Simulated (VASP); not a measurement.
Write the native input for VASP 6.6.1 that does the following.

```
Task                   : single point
Functional             : PBEsol
Potentials or basis    : VASP PAW PBE potentials, release 64 (Mn_pv, O)
Cutoff                 : 520 eV
k mesh                 : 8 × 6 × 4
Occupations            : fermi-dirac, width 0.05 eV
Spin                   : collinear spin, ferromagnetic start
Starting moments       : [1.0, 1.0, 0.0, 0.0, 0.0, 0.0] μB
Fixed moment           : 2 μB
Dipole correction      : no
Further INCAR settings : ALGO = Normal; EDIFF = 1e-06; NBANDS = 38
```

The structure of MnO2 lies in POSCAR:

```
MnO2
1.0
    2.9041580000      0.0000000000      0.0000000000
    0.0000000000      3.8448100000      0.0000000000
    0.0000000000      0.0000000000      6.1642640000
Mn O
2 4
Direct
    0.5000000000      0.5000000000      0.3433015000
    0.0000000000      0.0000000000      0.6566985000
    0.5000000000      0.0000000000      0.8375675000
    0.0000000000      0.5000000000      0.1624325000
    0.5000000000      0.0000000000      0.4217995000
    0.0000000000      0.5000000000      0.5782005000
```

The input as run:

INCAR

```
SYSTEM = MnO2
PREC     = Accurate       ! precision mode
ENCUT    = 520            ! plane-wave cutoff, eV
EDIFF    = 1E-6           ! SCF threshold, eV
ISMEAR   = -1             ! smearing method
SIGMA    = 0.05           ! smearing width, eV
LREAL    = .False.        ! projectors in reciprocal space
LASPH    = .True.         ! aspherical terms in the spheres
NELM     = 150            ! most SCF steps
ALGO     = Normal         ! electronic algorithm
ISIF     = 2              ! what is computed and relaxed
LWAVE    = .False.        ! write WAVECAR
LCHARG   = .False.        ! write CHGCAR
ISPIN    = 2              ! spin polarisation
MAGMOM   = 1 1 0 0 0 0    ! initial moments
LORBIT   = 11             ! projections on sites
NUPDOWN  = 2.0            ! fixed moment
LMAXMIX  = 4              ! l up to which the mixer works
GGA      = PS             ! functional
NBANDS   = 38             ! bands
```

KPOINTS

```
Automatic mesh
0
Gamma
  8 6 4
  0 0 0
```

Potentials or basis: VASP PAW PBE potentials, release 64 (Mn_pv, O).

Command:

```bash
$ cat potpaw_PBE.64/Mn_pv/POTCAR potpaw_PBE.64/O/POTCAR > POTCAR
$ mpirun -np 1 vasp_std > vasp.out
```

Results of the run:

The pressure is -20.8 GPa and the largest force is 2.422 eV/Å. The net moment is 2.00 μB per cell and the site moments are Mn +1.01; O -0.03, -0.00 μB. The valence electrons inside the program's atomic spheres are Mn 11.70; O 4.87, 4.96.

Caveat: the PAW data sets were made with another functional, which shifts forces and pressure a little; the total moment is fixed, so each spin has its own Fermi level; only a ferromagnetic start was run, and an antiferromagnetic order may lie lower in energy.

It took 4.2 min on 1 thread of Intel(R) Xeon(R) Platinum 8375C CPU @ 2.90GHz (Ice Lake), on a shared host, peak memory 0.35 GiB.
